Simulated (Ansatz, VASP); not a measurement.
## One calculation of Si, two programs

```
CELL_PARAMETERS angstrom
3.86763 0.00000 0.00000
0.00000 3.86763 0.00000
0.00000 0.00000 5.46966
ATOMIC_POSITIONS crystal
Si 0.00000 0.00000 0.00000
Si 0.00000 0.50000 0.25000
Si 0.50000 0.50000 0.50000
Si 0.50000 0.00000 0.75000
```

Alike in both runs: task single point; functional PBE; k mesh 6 × 6 × 4; occupations gaussian, width 0.1 eV; no spin polarisation.

```csv
,VASP,Ansatz
version,VASP 6.6.1,Ansatz 0.2.0
potentials or method,"VASP PAW PBE potentials, release 64 (Si), cutoff 500 eV","scalar-relativistic, plane waves, PAW"
valence electrons in the cell,16,16
```

|  | VASP | Ansatz | Ansatz less VASP |
| --- | --- | --- | --- |
| gap on the k mesh at the Fermi level (eV) | 0.65 | 0.65 | -0.002 |
| least direct gap on the mesh (eV) | 0.75 | 0.75 | -0.001 |
